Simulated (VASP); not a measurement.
MgBe2SO2, 6 atoms in the cell. It takes space group P-4m2 (No. 115, tetragonal). The conventional cell has a = 3.351 Å, b = 3.351 Å, c = 8.813 Å, α = 90.00°, β = 90.00°, γ = 90.00°. Within 2.4 Å of Mg (site symmetry -4m2) lie 4 O at 1.82 Å and 4 Be at 2.37 Å. Within 2.4 Å of Be (site symmetry -4m2) lie 4 O at 1.82 Å and 4 Mg at 2.37 Å. Be (site symmetry -4m2) has 4 S at 2.37 Å within 3.1 Å. Within 3.1 Å of S (site symmetry -4m2) lie 4 Be at 2.37 Å. O (site symmetry 2mm) has 2 Mg at 1.82 Å and 2 Be at 1.82 Å within 2.4 Å. The cell was built from a structure type or drawn by symmetry, and may not be a known phase.

| Property | Result |
| --- | --- |
| Program | VASP 6.6.1 |
| Task | single point |
| Functional | PBE |
| Potentials or basis | VASP PAW PBE potentials, release 64 (Mg, Be, S, O) |
| Cutoff | 520 eV |
| k mesh | 4 × 4 × 4 |
| Occupations | gaussian, width 0.1 eV |
| Spin | no spin polarisation |
| Dipole correction | no |
| Further INCAR settings | ALGO = Normal; EDIFF = 1e-06; NBANDS = 21 |

Potentials or basis: VASP PAW PBE potentials, release 64 (Mg, Be, S, O).

Run with:

```bash
$ cat potpaw_PBE.64/Mg/POTCAR potpaw_PBE.64/Be/POTCAR potpaw_PBE.64/S/POTCAR potpaw_PBE.64/O/POTCAR > POTCAR
$ mpirun -np 1 vasp_std > vasp.out
```

Hardware: 1 thread of Intel(R) Xeon(R) Platinum 8488C (Sapphire Rapids), with other jobs on the host.

Task: How long does it take, and how much memory?

Result: Run time: 66 s on 1 thread of Intel(R) Xeon(R) Platinum 8488C (Sapphire Rapids), on a shared host, peak memory 0.24 GiB. Counts: scf iterations 16, k points 18.
